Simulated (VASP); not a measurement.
Here is a VASP 6.6.1 calculation.

Contents of INCAR:

```
SYSTEM = ZnH12Cl2O6
PREC = Accurate
ENCUT = 520
EDIFF = 1E-7
ISMEAR = -1
SIGMA = 0.02
LREAL = Auto
LASPH = .TRUE.
NELM = 60
ALGO = Normal
ISIF = 2
LWAVE = .FALSE.
LCHARG = .FALSE.
GGA = PE
IVDW = 12
NBANDS = 53
```

KPOINTS

```
Automatic mesh
0
G
  1 1 1
  0 0 0
```

The input POSCAR:

```
ZnH12Cl2O6
1.0
    6.2658270000      0.0000000000      0.0000000000
    0.0000000000      6.2658270000      0.0000000000
    0.0000000000      0.0000000000      6.2658270000
O H Zn Cl
6 12 1 2
Direct
    0.6032404023      0.6638389474      0.0656736932
    0.2106824845      0.6510553196      0.8834587996
    0.1585903984      0.0501290572      0.7606497913
    0.8026713792      0.4719568542      0.6412082555
    0.3654745016      0.3131909004      0.2512517502
    0.4663869590      0.7122443693      0.5442856945
    0.7343483949      0.7434932372      0.1272457730
    0.6550292563      0.5212400534      0.0629286445
    0.1754277608      0.8137952101      0.8462889256
    0.0752494443      0.5884618263      0.8454749868
    0.0634712704      0.1196490104      0.8687121429
    0.0746589397      0.0318712917      0.6265892754
    0.8731489076      0.4333027388      0.5123505644
    0.8154869261      0.3439290616      0.7345558695
    0.4959121916      0.2410216560      0.2049849126
    0.2405428685      0.2092301623      0.2415323628
    0.3789603511      0.6621153122      0.6731433855
    0.6040224219      0.6458046161      0.5580109377
    0.3316401809      0.6301163438      0.2239289403
    0.8269618679      0.2230990418      0.0426759309
    1.0132581062      0.8162370267      0.3088020145
```

Potentials or basis: VASP PAW PBE potentials, release 64 (O, H, Zn, Cl).

Run with:

```bash
$ cat potpaw_PBE.64/O/POTCAR potpaw_PBE.64/H/POTCAR potpaw_PBE.64/Zn/POTCAR potpaw_PBE.64/Cl/POTCAR > POTCAR
$ mpirun -np 1 vasp_gam > vasp.out
```

Question: What does it give for the band gap on the k mesh?

Answer: 3.81 eV.

Question: Estimate the pressure.

Answer: -0.3 GPa.

Question: What does it give for the largest force?

Answer: 2.745 eV/Å.

Forces on the atoms (eV/Å):
```
O    0.949  2.460  0.764
O    0.100  1.536 -0.152
O   -0.273 -0.306 -0.449
O    0.198 -0.159  0.766
O   -1.854 -1.292  0.232
O   -1.807  0.194 -0.383
H   -1.171 -0.451 -0.355
H    0.913 -1.923 -0.462
H    0.655 -0.760  0.272
H   -0.689 -0.764 -0.126
H   -0.104 -0.167 -0.451
H    0.414 -0.006  0.713
H    0.557 -0.095 -1.088
H   -0.427  0.414  0.141
H    0.332 -0.194 -0.204
H    1.343  1.035  0.020
H    0.529  0.344 -0.877
H    0.879 -0.653  0.493
Zn  -0.799  0.902  0.612
Cl  -0.315  0.214  0.427
Cl   0.572 -0.328  0.106
```

Caveat: the k points lie up to 1.00 Å⁻¹ apart.
